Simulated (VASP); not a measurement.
## AlN: single point with HSE06

Crystal: AlN.

```xyz
2
Lattice="-0.0386 2.1900 2.1900 2.1900 -0.0386 2.1900 2.1900 2.1900 -0.0386" Properties=species:S:1:pos:R:3 pbc="T T T"
Al   -0.0046   -0.0046   -0.0046
N     1.0899    1.0899    1.0899
```

This cell differs from its parent crystal: epitaxial 111 strain +2.0%.

| Quantity | Value |
| --- | --- |
| Program | VASP 6.6.1 |
| Task | single point |
| Functional | HSE06 |
| Potentials or basis | VASP PAW PBE potentials, release 64 (Al, N) |
| Cutoff | 520 eV |
| k mesh | 8 × 8 × 8 |
| Occupations | gaussian, width 0.01 eV |
| Spin | no spin polarisation |

| Quantity | Value |
| --- | --- |
| Pressure | -7.3 GPa |
| Largest force | 0.008 eV/Å |
| Band gap on the k mesh | 4.38 eV (least direct gap 5.07 eV) |

Forces on the atoms (eV/Å):
```
Al  -0.005 -0.005 -0.005
N    0.005  0.005  0.005
```

Stress tensor (GPa, compression positive):
```
-7.30  3.23  3.23
 3.23 -7.30  3.23
 3.23  3.23 -7.30
```

Levels at points of the mesh, in eV from the valence-band top:
```
           k point  band 2  band 3  band 4  band 5  band 6  band 7
(0.00, 0.00, 0.00)   -0.19   -0.19    0.00    5.07   13.52   13.52
(0.50, 0.00, 0.00)   -6.36   -0.66   -0.57    8.47   11.22   12.32
(0.50, 0.50, 0.00)   -5.35   -2.16   -1.92    4.38    9.73   15.45
(0.50, 0.50, 0.50)   -6.23   -0.78   -0.78    8.19   11.25   12.09
```

Wall time 64 min on 1 thread of Intel(R) Xeon(R) Platinum 8259CL CPU @ 2.50GHz (Skylake/Cascade Lake), on a shared host, peak memory 0.26 GiB.

Caveat: the cell differs from its parent crystal (epitaxial 111 strain +2.0%); the cell stands under tension; the structure was generated, so it needn't be the stable form of AlN; the PAW data sets were made with another functional, which shifts forces and pressure a little. A k mesh can miss the band edges.
